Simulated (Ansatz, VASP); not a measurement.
**One calculation of TaBr, two programs**

```
Ta Br
1.0
     3.28731    0.00000    0.00000
     0.00000    3.28731    0.00000
     0.00000    0.00000    3.28731
Ta Br
1 1
Direct
  0.50000 0.50000 0.50000
  0.00000 0.00000 0.00000
```

Change from the starting cell: species swapped into the TiRu type (Pm-3m, No. 221).

Alike in both runs: functional PBE; k mesh 6 × 6 × 6; occupations gaussian, width 0.1 eV; no spin polarisation.

Ansatz relaxed the structure, and its values are those at the end. VASP's run is a single point on that final structure, the one shown.

|  | VASP | Ansatz |
| --- | --- | --- |
| version | VASP 6.6.1 | Ansatz 0.2.0 |
| potentials or method | VASP PAW PBE potentials, release 64 (Ta_pv, Br), cutoff 520 eV | scalar-relativistic, plane waves, PAW |
| valence electrons in the cell | 18 | 20 |

```csv
,VASP,Ansatz,Ansatz less VASP
gap on the k mesh at the Fermi level (eV),none,none,-
pressure (GPa),-0.1,-0.2,-0.14
```

A gap of «none» marks a metal or a gap that the smearing closes. VASP's potentials hold 18 valence electrons a cell and Ansatz's 20, so a difference there can come from the potentials and not from the codes.

Neither program's run includes spin-orbit coupling.
